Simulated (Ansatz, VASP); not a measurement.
# Two plane-wave programs on SiW4

```
Si W
1.0
     3.43603   -3.60807    0.00000
     3.43603    3.60807    0.00000
     0.00000    0.00000    3.08545
Si W
1 4
Direct
  0.00000 0.00000 0.00000
  0.81060 0.18940 0.50000
  0.18940 0.81060 0.50000
  0.28520 0.28520 0.00000
  0.71480 0.71480 0.00000
```

Change from the starting cell: species swapped into the OsCl4 type (Cmmm, No. 65).

Alike in both runs: task relaxation of cell and atoms; functional PBE; k mesh 4 × 4 × 6; occupations gaussian, width 0.1 eV; no spin polarisation.

|  | VASP | Ansatz |
| --- | --- | --- |
| version | VASP 6.6.1 | Ansatz 0.2.0 |
| potentials or method | VASP PAW PBE potentials, release 64 (Si, W_sv), cutoff 600 eV | scalar-relativistic, plane waves, PAW |
| valence electrons in the cell | 60 | 60 |

|  | VASP | Ansatz | Ansatz less VASP |
| --- | --- | --- | --- |
| gap on the k mesh at the Fermi level, each at its own relaxed structure (eV) | none | none | - |
| relaxed volume (Å³/atom) | 17.18 | 17.14 | -0.042 |
| relaxed cell length with the largest relative difference (Å) | 5.468 | 5.463 | -0.0053 |

A gap of «none» marks a metal or a gap that the smearing closes.

Spin-orbit coupling is off throughout.
